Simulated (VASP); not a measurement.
Here is a VASP 6.6.1 calculation.

INCAR

```
ALGO = Fast
EDIFF = 1E-7
ENCUT = 520
GGA = PE
ISIF = 2
ISMEAR = 0
ISYM = 0
LASPH = T
LCHARG = F
LREAL = F
LWAVE = F
NBANDS = 10
NELM = 100
PREC = Accurate
SIGMA = 0.1
```

Contents of KPOINTS:

```
k-points
0
Gamma
  9 6 24
```

File POSCAR:

```
Al
1.0
    4.0623039183     -0.0000000596      0.0490772747
   -0.0000000843      5.7453845309      0.0000139514
   -2.0140063850      1.4363496090      1.3932544896
Al
2
Direct
    0.0000000000      0.5000000000      0.0000000000
    0.0000000000      0.0000000000      0.0000000000
```

Potentials or basis: VASP PAW PBE potentials, release 64 (Al).

The run is started by

```console
$ cat potpaw_PBE.64/Al/POTCAR > POTCAR
$ mpirun -np 1 vasp_std > vasp.out
```

Question: Predict the band gap on the k mesh.

Answer: Zero (band 3 reaches 15.14 eV, above the bottom of band 4 at 3.97 eV).

Question: What does it give for the pressure?

Answer: -0.1 GPa.

Stress tensor (GPa, compression positive):
```
-0.51  0.00  0.00
 0.00  0.26  0.00
 0.00  0.00 -0.05
```
